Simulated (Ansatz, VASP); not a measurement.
# PbS: VASP beside Ansatz

```
CELL_PARAMETERS angstrom
4.24693 0.00000 0.00000
0.00000 4.24693 0.00000
0.00000 0.00000 30.91340
ATOMIC_POSITIONS crystal
Pb 0.00000 0.50000 0.24575
Pb 0.50000 0.00000 0.33653
S 0.00000 0.50000 0.33284
S 0.50000 0.00000 0.24943
```

Alike in both runs: functional PBE; k mesh 6 × 6 × 1; occupations gaussian, width 0.02 eV; no spin polarisation.

Ansatz relaxed the structure, and its values are those at the end. VASP's run is a single point on that final structure, the one shown.

|  | VASP | Ansatz |
| --- | --- | --- |
| version | VASP 6.6.1 | Ansatz 0.2.0 |
| potentials or method | VASP PAW PBE potentials, release 64 (Pb_d, S), cutoff 520 eV | scalar-relativistic, plane waves, PAW |
| valence electrons in the cell | 40 | 40 |

```csv
,VASP,Ansatz,Ansatz less VASP
gap on the k mesh at the Fermi level (eV),2.06,2.06,-0.002
least direct gap on the mesh (eV),2.06,2.06,-0.002
rms of the force components (eV/Å),0.002,0.004,+0.0022
```

The functional is the same, so the differences come from potentials, cutoffs and numerics.

Neither program's run includes spin-orbit coupling.
